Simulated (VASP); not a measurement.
Set up this calculation in VASP 6.6.1, as the native input.

- Task: single point
- Functional: PBEsol
- Potentials or basis: VASP PAW PBE potentials, release 64 (Be, C)
- Cutoff: 520 eV
- k mesh: 10 × 10 × 10
- Occupations: gaussian, width 0.01 eV
- Spin: no spin polarisation
- Dipole correction: no
- Further INCAR settings: ALGO = Normal; EDIFF = 1e-06; NBANDS = 12

The structure of BeC2 lies in POSCAR:

```
BeC2
1.0
   -1.7101782599      1.7101782599      2.3375284665
    1.7101782599     -1.7101782599      2.3375284665
    1.7101782599      1.7101782599     -2.3375284665
Be C
1 2
Direct
    0.0000000000      0.0000000000      0.0000000000
    0.6339011010      0.6339011010      0.0000000000
    0.3660988990      0.3660988990      0.0000000000
```

These files were run (other wordings do the same):

INCAR

```
PREC = Accurate
ENCUT = 520
EDIFF = 1E-6
ISMEAR = 0
SIGMA = 0.01
LREAL = F
LASPH = T
NELM = 100
ALGO = Normal
ISIF = 2
LWAVE = F
LCHARG = F
GGA = PS
NBANDS = 12
```

KPOINTS

```
Automatic mesh
0
Gamma
  10 10 10
```

Potentials or basis: VASP PAW PBE potentials, release 64 (Be, C).

The run is started by

```sh
$ cat potpaw_PBE.64/Be/POTCAR potpaw_PBE.64/C/POTCAR > POTCAR
$ mpirun -np 1 vasp_std > vasp.out
```

It gave:

```
Pressure               : 5.4 GPa
Largest force          : 0.129 eV/Å
Band gap on the k mesh : 1.29 eV, indirect (least direct gap 2.58 eV)
```

Caveat: the PAW data sets were made with another functional, which shifts forces and pressure a little.

It took 30 s on 1 thread of Intel(R) Xeon(R) Platinum 8259CL CPU @ 2.50GHz (Skylake/Cascade Lake), with other jobs on the host, peak memory 0.16 GiB.
